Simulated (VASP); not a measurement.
Set up this calculation in VASP 6.6.1, as the native input.

| Quantity | Value |
| --- | --- |
| Task | single point |
| Functional | PBE |
| Potentials or basis | VASP PAW PBE potentials, release 64 (Eu, Bi_d) |
| Cutoff | 520 eV |
| k mesh | 8 × 8 × 8 |
| Occupations | gaussian, width 0.05 eV |
| Spin | collinear spin, ferromagnetic start |
| Starting moments | [7.32, 0.0] μB |
| Dipole correction | no |
| Further INCAR settings | ALGO = Normal; EDIFF = 1e-06; NBANDS = 27 |

The structure of EuBi lies in POSCAR:

```
EuBi
1.0
    0.0000000000      3.8307242354      3.8307242354
    3.8307242354      0.0000000000      3.8307242354
    3.8307242354      3.8307242354      0.0000000000
Eu Bi
1 1
Direct
    0.0000000000      0.0000000000      0.0000000000
    0.2500000000      0.2500000000      0.2500000000
```

The input as run:

INCAR

```
  PREC = Accurate
  ENCUT = 520
  EDIFF = 1E-6
  ISMEAR = 0
  SIGMA = 0.05
  LREAL = False
  LASPH = True
  NELM = 150
  ALGO = Normal
  ISIF = 2
  LWAVE = False
  LCHARG = False
  ISPIN = 2
  MAGMOM = 7.32 0
  LORBIT = 11
  LMAXMIX = 6
  GGA = PE
  NBANDS = 27
```

KPOINTS

```
Automatic mesh
0
Gamma
  8 8 8
```

Potentials or basis: VASP PAW PBE potentials, release 64 (Eu, Bi_d).

The run is started by

```bash
$ cat potpaw_PBE.64/Eu/POTCAR potpaw_PBE.64/Bi_d/POTCAR > POTCAR
$ mpirun -np 1 vasp_std > vasp.out
```

Results of the run:

- Pressure: -1.6 GPa
- Net moment: 7.12 μB per cell
- Site moments: Eu +6.55; Bi +0.08 μB
- Valence electrons inside the program's atomic spheres: Eu 14.67; Bi 12.92

Run time: 5.3 min on 1 thread of Intel(R) Xeon(R) 6975P-C (Granite Rapids) (shared host), peak memory 0.4 GiB.
